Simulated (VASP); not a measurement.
# Sc4Ta (P6/mmm) in VASP: notebook

Sc4Ta is run at these levels: PBE; tasks: single point.

Everything below comes from runs of VASP 6.6.1. Logs are shortened: lines on timing, memory, paths and dates and some standing lists are left out, and cuts for length are marked.

## (1) The cell of the first run

The structure is hexagonal, space group P6/mmm (No. 191). Conventional cell: a = 6.090 Å, b = 6.090 Å, c = 4.764 Å, α = 90.00°, β = 90.00°, γ = 120.00°. Sc (site symmetry mmm) has 6 Sc at 3.05 Å and 4 Ta at 3.87 Å within 4.0 Å. Within 3.1 Å of Sc (site symmetry 6/mmm) lie 2 Ta at 2.38 Å and 6 Sc at 3.05 Å. Within 3.1 Å of Ta (site symmetry 6/mmm) lie 2 Sc at 2.38 Å.

The cell was generated, and may not be a known phase.

## (2) Single point, PBE

INCAR reads:

```
  PREC = Accurate
  ENCUT = 520
  EDIFF = 1E-6
  ISMEAR = 0
  SIGMA = 0.1
  LREAL = F
  LASPH = T
  NELM = 60
  ALGO = Fast
  ISIF = 2
  LWAVE = F
  LCHARG = T
  GGA = PE
  LELF = T
  LVHAR = T
  NBANDS = 36
```

KPOINTS reads:

```
Automatic mesh
0
Gamma
  6 6 4
```

POSCAR reads:

```
Sc4Ta
1.0
    6.0904378601      0.0000000000      0.0000000000
   -3.0452189300      5.2744739070      0.0000000000
    0.0000000000      0.0000000000      4.7641820025
Sc Ta
4 1
Direct
    0.5000000000      0.0000000000      0.0000000000
    0.0000000000      0.5000000000      0.0000000000
    0.5000000000      0.5000000000      0.0000000000
    0.0000000000      0.0000000000      0.0000000000
    0.0000000000      0.0000000000      0.5000000000
```

Potentials or basis: VASP PAW PBE potentials, release 64 (Sc_sv, Ta_pv).

On the command line:

```console
$ cat potpaw_PBE.64/Sc_sv/POTCAR potpaw_PBE.64/Ta_pv/POTCAR > POTCAR
$ mpirun -np 1 vasp_std > vasp.out
```

OUTCAR:

```text
PREC = Accurate
   ENCUT = 520
   EDIFF = 1E-6
   ISMEAR = 0
   LREAL = F
   LASPH = T
   NELM = 60
   ISIF = 2
   GGA = PE

 ion  position               nearest neighbor table
   1  0.500  0.000  0.000-   3 3.05   3 3.05   4 3.05   4 3.05   2 3.05   2 3.05
   2  0.000  0.500  0.000-   4 3.05   4 3.05   3 3.05   3 3.05   1 3.05   1 3.05
   3  0.500  0.500  0.000-   1 3.05   1 3.05   2 3.05   2 3.05   4 3.05   4 3.05
   4  0.000  0.000  0.000-   5 2.38   5 2.38   2 3.05   2 3.05   1 3.05   1 3.05   3 3.05   3 3.05

   5  0.000  0.000  0.500-   4 2.38   4 2.38

  LATTYP: Found a hexagonal cell.
 ALAT       =     6.0904378601
 C/A-ratio  =     0.7822396537

  Lattice vectors:

 A1 = (   6.0904378601,   0.0000000000,   0.0000000000)
 A2 = (  -3.0452189300,   5.2744739070,   0.0000000000)
 A3 = (   0.0000000000,   0.0000000000,   4.7641820025)

Analysis of symmetry for initial positions (statically):
=====================================================================
 Subroutine PRICEL returns:
 Original cell was already a primitive cell.

 Routine SETGRP: Setting up the symmetry group for a
 hexagonal supercell.

 Subroutine GETGRP returns: Found 24 space group operations
 (whereof 24 operations were pure point group operations)
 out of a pool of 24 trial point group operations.

The static configuration has the point symmetry D_6h.

Analysis of symmetry for dynamics (positions and initial velocities):
=====================================================================
 Subroutine PRICEL returns:
 Original cell was already a primitive cell.

 Routine SETGRP: Setting up the symmetry group for a
 hexagonal supercell.

 Subroutine GETGRP returns: Found 24 space group operations
 (whereof 24 operations were pure point group operations)
 out of a pool of 24 trial point group operations.

The dynamic configuration has the point symmetry D_6h.

 Subroutine INISYM returns: Found 24 space group operations
 (whereof 24 operations are pure point group operations),
 and found     1 'primitive' translations

----------------------------------------------------------------------------------------

                                     Primitive cell

  volume of cell :     153.0439

  direct lattice vectors                    reciprocal lattice vectors
     6.090437860  0.000000000  0.000000000     0.164191807  0.094796184  0.000000000
    -3.045218930  5.274473907  0.000000000     0.000000000  0.189592368  0.000000000
     0.000000000  0.000000000  4.764182003     0.000000000  0.000000000  0.209899622

  length of vectors
     6.090437860  6.090437860  4.764182003     0.189592368  0.189592368  0.209899622

  position of ions in fractional coordinates (direct lattice)
     0.500000000  0.000000000  0.000000000
     0.000000000  0.500000000  0.000000000
     0.500000000  0.500000000  0.000000000
     0.000000000  0.000000000  0.000000000
     0.000000000  0.000000000  0.500000000

  ion indices of the primitive-cell ions
   primitive index   ion index
                 1           1
                 2           2
                 3           3
                 4           4
                 5           5

----------------------------------------------------------------------------------------

 KPOINTS: Automatic mesh

Automatic generation of k-mesh.
 Grid dimensions read from file:
 generate k-points for:    6    6    4

 Generating k-lattice:

  Cartesian coordinates                     Fractional coordinates (reciprocal lattice)
     0.027365301  0.015799364  0.000000000     0.166666667 -0.000000000  0.000000000
     0.000000000  0.031598728  0.000000000     0.000000000  0.166666667  0.000000000
     0.000000000  0.000000000  0.052474905     0.000000000  0.000000000  0.250000000

  Length of vectors
     0.031598728  0.031598728  0.052474905

  Shift w.r.t. Gamma in fractional coordinates (k-lattice)
     0.000000000  0.000000000  0.000000000

 Subroutine IBZKPT returns following result:
 ===========================================

 Found     21 irreducible k-points:

 Following reciprocal coordinates:
            Coordinates               Weight
  0.000000  0.000000  0.000000      1.000000
  0.166667  0.000000  0.000000      6.000000
  0.333333  0.000000  0.000000      6.000000
  0.500000  0.000000  0.000000      3.000000
  0.166667  0.166667  0.000000      6.000000
  0.333333  0.166667  0.000000     12.000000
[... 13 lines left out ...]
  0.333333  0.166667  0.500000     12.000000
  0.333333  0.333333  0.500000      2.000000
   k-points           NKPTS =     21   k-points in BZ     NKDIM =     21   number of bands    NBANDS=     36
   number of dos      NEDOS =    301   number of ions     NIONS =      5
   total plane-waves  NPLWV =  82944
   dimension x,y,z NGX =    48 NGY =   48 NGZ =   36
   dimension x,y,z NGXF=    96 NGYF=   96 NGZF=   72
   ions per type =               4   1
   NGX,Y,Z   is equivalent  to a cutoff of  13.10, 13.10, 12.56 a.u.
   NGXF,Y,Z  is equivalent  to a cutoff of  26.20, 26.20, 25.12 a.u.
 SYSTEM =  unknown system
   PREC   = accura    normal or accurate (medium, high low for compatibility)
   ISTART =      0    job   : 0-new  1-cont  2-samecut
   ICHARG =      2    charge: 1-file 2-atom 10-const
   ISPIN  =      1    spin polarized calculation?
   LNONCOLLINEAR =      F non collinear calculations
   LSORBIT =      F    spin-orbit coupling
   LASPH  =      T    aspherical Exc in radial PAW
   ENCUT  =  520.0 eV  38.22 Ry    6.18 a.u.  11.32 11.32  8.86*2*pi/ulx,y,z
   NELM   =     60;   NELMIN=  2; NELMDL= -5     # of ELM steps
   EDIFF  = 0.1E-05   stopping-criterion for ELM
   LREAL  =      F    real-space projection
   EDIFFG = 0.1E-04   stopping-criterion for IOM
   NSW    =      0    number of steps for IOM
   IBRION =     -1    ionic relax: 0-MD 1-quasi-New 2-CG
   NFREE  =      0    steps in history (QN), initial steepest desc. (CG)
   ISIF   =      2    stress and relaxation
   ISYM   =      2    0-nonsym 1-usesym 2-fastsym
   POTIM  = 0.5000    time-step for ionic-motion
   TEBEG  =    0.0;   TEEND  =   0.0 temperature during run
   PSTRESS=    0.0 pullay stress
   NELECT =      55.0000    total number of electrons
   NUPDOWN=      -1.0000    fix difference up-down
   EMIN   =  10.00;   EMAX   =-10.00  energy-range for DOS
   EFERMI =   0.00;   METHOD = LEGACY
   ISMEAR =     0;   SIGMA  =   0.10  broadening in eV -4-tet -1-fermi 0-gaus
   EFERMI_NEDOS =   21; number of points for ismear=-14 and -15
   IALGO  =     68    algorithm
   IMIX   =      4    mixing-type and parameters
     AMIX     =   0.40;   BMIX     =  1.00
     AMIX_MAG =   1.60;   BMIX_MAG =  1.00
  volume/ion in A,a.u.               =      30.61       206.56
  Fermi-wavevector in a.u.,A,eV,Ry     =   1.163922  2.199493 18.431996  1.354713
  Thomas-Fermi vector in A             =   2.300466
   LORBIT       =      0    0 simple, 1 ext, 2 COOP (PROOUT), +10 PAW based schemes
   GGA     = PE    functional components
   LHFCALC =     F    Hartree Fock is set to
   AEXX    =    0.0000 exact exchange contribution
   IVDW    =     0    specifies the selected vdW correction
   LEPSILON=     F    determine dielectric tensor
   LRPA    =     F    only Hartree local field effects (RPA)
 non-spin polarized calculation
 RMM-DIIS sequential band-by-band and
 Gauss-broadening in eV      SIGMA  =   0.10
  energy-cutoff  :      520.00
  volume of cell :      153.04
 maximum number of plane-waves:      4169
 NGX is ok and might be reduce to    48
   NGX = 23   NGY = 23   NGZ = 17

 number of electron      54.9999990 magnetization

 Free energy of the ion-electron system (eV)
  ---------------------------------------------------
  ext. energy  EPLUGINS =         0.00000000
  ---------------------------------------------------
  free energy    TOTEN  =       -29.96214726 eV

  energy without entropy =      -29.89781849  energy(sigma->0) =      -29.92998288

 E-fermi :   2.1273     XC(G=0):  -8.9478

 val. band max:        2.1268874131   @ k =   0.5000   0.0000   0.0000
 cond. band min:       2.1288668563   @ k =   0.3333   0.1667   0.0000
 fundamental gap:      0.0019794433
 Fermi energy:         2.1273045284

 k-point     1 :       0.0000    0.0000    0.0000
  band No.  band energies     occupation
      1     -47.6448      2.00000
      2     -47.5766      2.00000
      3     -47.5766      2.00000
      4     -45.5662      2.00000
      5     -32.5113      2.00000
      6     -32.5113      2.00000
[... 28 lines left out ...]
     35       4.0535      0.00000
     36       4.4778      0.00000

 k-point     2 :       0.1667    0.0000    0.0000
  band No.  band energies     occupation
      1     -47.6407      2.00000
      2     -47.5806      2.00000
      3     -47.5766      2.00000
      4     -45.5664      2.00000
      5     -32.5113      2.00000
      6     -32.5113      2.00000
[... 28 lines left out ...]
     35       3.9480      0.00000
     36       4.0976      0.00000

 k-point     3 :       0.3333    0.0000    0.0000
  band No.  band energies     occupation
      1     -47.6302      2.00000
      2     -47.5910      2.00000
      3     -47.5766      2.00000
      4     -45.5667      2.00000
      5     -32.5113      2.00000
      6     -32.5113      2.00000
[... 28 lines left out ...]
     35       3.5698      0.00000
     36       3.9859      0.00000

 k-point     4 :       0.5000    0.0000    0.0000
  band No.  band energies     occupation
      1     -47.6217      2.00000
      2     -47.5994      2.00000
      3     -47.5766      2.00000
      4     -45.5669      2.00000
      5     -32.5113      2.00000
      6     -32.5112      2.00000
[... 28 lines left out ...]
     35       3.7618      0.00000
     36       3.8350      0.00000

 k-point     5 :       0.1667    0.1667    0.0000
  band No.  band energies     occupation
      1     -47.6333      2.00000
      2     -47.5879      2.00000
      3     -47.5766      2.00000
      4     -45.5666      2.00000
      5     -32.5113      2.00000
      6     -32.5113      2.00000
[... 538 lines left out ...]
 k-point    19 :       0.1667    0.1667    0.5000
  band No.  band energies     occupation
      1     -47.6332      2.00000
      2     -47.5878      2.00000
      3     -47.5766      2.00000
      4     -45.5872      2.00000
      5     -32.5088      2.00000
      6     -32.5087      2.00000
[... 28 lines left out ...]
     35       4.0995      0.00000
     36       4.4993      0.00000

 k-point    20 :       0.3333    0.1667    0.5000
  band No.  band energies     occupation
      1     -47.6218      2.00000
      2     -47.5992      2.00000
      3     -47.5766      2.00000
      4     -45.5874      2.00000
      5     -32.5088      2.00000
      6     -32.5087      2.00000
[... 28 lines left out ...]
     35       4.0755      0.00000
     36       5.2932      0.00000

 k-point    21 :       0.3333    0.3333    0.5000
  band No.  band energies     occupation
      1     -47.6104      2.00000
      2     -47.6104      2.00000
      3     -47.5767      2.00000
      4     -45.5875      2.00000
      5     -32.5088      2.00000
      6     -32.5088      2.00000
[... 28 lines left out ...]
     35       3.9931      0.00000
     36       5.1679      0.00000

------------------------ aborting loop because EDIFF is reached ----------------------------------------

  FORCE on cell =-STRESS in cart. coord.  units (eV):
  Direction    XX          YY          ZZ          XY          YZ          ZX
  --------------------------------------------------------------------------------------
  -------------------------------------------------------------------------------------
  Total        0.0336228      0.0336228      0.1951295      0.0000000      0.0000000     -0.0000000
  in kB        0.3519889      0.3519889      2.0427605      0.0000000      0.0000000     -0.0000000
  external PRESSURE =       0.9155794 kB  Pullay stress =       0.0000000 kB

 VOLUME and BASIS-vectors are now :
 -----------------------------------------------------------------------------
  energy-cutoff  :      520.00
  volume of cell :      153.04
      direct lattice vectors                 reciprocal lattice vectors
     6.090437860  0.000000000  0.000000000     0.164191807  0.094796184  0.000000000
    -3.045218930  5.274473907  0.000000000     0.000000000  0.189592368  0.000000000
     0.000000000  0.000000000  4.764182003     0.000000000  0.000000000  0.209899622

 POSITION                                       TOTAL-FORCE (eV/Angst)
 -----------------------------------------------------------------------------------
      3.04522      0.00000      0.00000        -0.000000      0.000000      0.000000
     -1.52261      2.63724      0.00000         0.000000      0.000000      0.000000
      1.52261      2.63724      0.00000         0.000000      0.000000      0.000000
      0.00000      0.00000      0.00000         0.000000      0.000000      0.000000
      0.00000      0.00000      2.38209         0.000000      0.000000      0.000000
 -----------------------------------------------------------------------------------
    total drift:                               -0.000000      0.000000      0.000000

  FREE ENERGIE OF THE ION-ELECTRON SYSTEM (eV)
  ---------------------------------------------------
  free  energy   TOTEN  =       -29.9621472637 eV

  energy  without entropy=      -29.8978184875  energy(sigma->0) =      -29.92998288
```

Run time: 1.7 min. Hardware: 1 thread of Intel Xeon 6975P-C (Granite Rapids), shared host; peak memory 0.33 GiB.

What came out:

- Free energy: -29.9621 eV
- Pressure: 0.1 GPa
- Band gap on the k mesh: zero (an odd number of electrons rules out a gap without spin polarisation)

Caveat: spin-orbit coupling is left out, which moves the levels of the heavy elements.

## (3) Single point, PBE

This run uses another cell than the first one, of 22.20 Å³/atom.

INCAR reads:

```
SYSTEM = Sc4Ta
PREC = Accurate
ENCUT = 520
EDIFF = 1E-6
ISMEAR = 0
SIGMA = 0.1
LREAL = .False.
LASPH = .True.
NELM = 60
ALGO = Fast
ISIF = 2
LWAVE = .False.
LCHARG = .True.
GGA = PE
LELF = .True.
LVHAR = .True.
NBANDS = 36
```

KPOINTS reads:

```
Automatic mesh
0
Gamma
  6 6 4
  0 0 0
```

POSCAR: that of step 2 with these lines changed.

```diff
@@ -2,5 +2,5 @@
 1.0
-    6.0904378601      0.0000000000      0.0000000000
-   -3.0452189300      5.2744739070      0.0000000000
-    0.0000000000      0.0000000000      4.7641820025
+    4.7451643800      0.0000000000      0.0000000000
+   -2.3725821900      4.1094329000      0.0000000000
+    0.0000000000      0.0000000000      5.6933229500
 Sc Ta
```

Potentials or basis: VASP PAW PBE potentials, release 64 (Sc_sv, Ta_pv).

On the command line:

```console
$ cat potpaw_PBE.64/Sc_sv/POTCAR potpaw_PBE.64/Ta_pv/POTCAR > POTCAR
$ mpirun -np 1 vasp_std > vasp.out
```

Run time: 1.9 min. Hardware: 1 thread of Intel Xeon 6975P-C (Granite Rapids), shared host; peak memory 0.27 GiB.

It converged, with:

```yaml
Free_energy: -21.9361 eV
Pressure: 20.5 GPa
Band_gap_on_the_k_mesh: zero (an odd number of electrons rules out a gap without spin polarisation)
```

Stress tensor (GPa, compression positive):
```
 38.63   0.00   0.00
  0.00  38.63   0.00
  0.00   0.00 -15.61
```

Levels at points of the mesh, in eV from the Fermi level:
```csv
k point,band 26,band 27,band 28,band 29,band 30,band 31
"(0.00, 0.00, 0.00)",-1.18,-1.09,-0.71,0.09,0.09,0.54
"(0.50, 0.00, 0.00)",-0.34,-0.27,0.03,0.40,0.61,2.05
"(0.00, 0.00, 0.50)",-1.37,-1.16,-0.46,0.16,0.22,0.24
"(0.50, 0.00, 0.50)",-0.44,-0.14,0.38,0.64,0.69,0.72
```

Caveat: the stress differs along the axes, from -16 to 39 GPa; spin-orbit coupling is left out, which moves the levels of the heavy elements.
